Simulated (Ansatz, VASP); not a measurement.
# TaN: VASP beside Ansatz

Contents of INCAR:

```
PREC = Accurate
ENCUT = 600
EDIFF = 1E-6
ISMEAR = 0
SIGMA = 0.05
LREAL = False
LASPH = True
NELM = 120
ALGO = Normal
ISIF = 2
LWAVE = False
LCHARG = True
LELF = True
LVHAR = True
NBANDS = 15
GGA_COMPAT = False
```

Contents of KPOINTS:

```
Automatic mesh
0
Gamma
  14 14 14
```

Contents of POSCAR:

```
TaN
1.0
    0.0000000000      2.1790013101      2.1790013101
    2.1790013101      0.0000000000      2.1790013101
    2.1790013101      2.1790013101      0.0000000000
Ta N
1 1
Direct
    0.5000000000      0.5000000000      0.5000000000
    0.0000000000      0.0000000000      0.0000000000
```

Input for Ansatz:

```yaml
crystal:
  lattice:
    - [0.0, 2.1790013101, 2.1790013101]
    - [2.1790013101, 0.0, 2.1790013101]
    - [2.1790013101, 2.1790013101, 0.0]
  atoms:
    - { symbol: Ta, position: [0.5, 0.5, 0.5] }
    - { symbol: "N", position: [0.0, 0.0, 0.0] }
basis:
  ecutwfc: 420
  ecutrho_ratio: 4
kpoints:
  mp_grid: { grid: [14, 14, 14] }
hamiltonian:
  xc: lda
scf:
  occupations: { method: gaussian, width: 0.05 }
output:
  forces: true
  stress: true
  eigenvalues: true
```

Alike in both runs: task single point; functional LDA; k mesh 14 × 14 × 14; occupations gaussian, width 0.05 eV; no spin polarisation.

|  | VASP | Ansatz |
| --- | --- | --- |
| version | VASP 6.6.1 | Ansatz 0.2.0 |
| potentials or method | VASP PAW LDA potentials, release 64 (Ta_pv, N), cutoff 600 eV | scalar-relativistic, plane waves, PAW |
| valence electrons in the cell | 16 | 18 |

Ansatz gave:

```
gap on the k mesh at the Fermi level (eV) : none
pressure (GPa)                            : -2.5
```

Task: What did VASP give for the same quantities?

Result: gap on the k mesh at the Fermi level (eV): none; pressure (GPa): -0.5.

LDA's correlation is that of Perdew and Zunger in VASP and of Perdew and Wang (1992) in Ansatz. A gap of «none» marks a metal or a gap that the smearing closes. VASP's potentials hold 16 valence electrons a cell and Ansatz's 18, so a difference there can come from the potentials and not from the codes.

Neither program's run includes spin-orbit coupling.
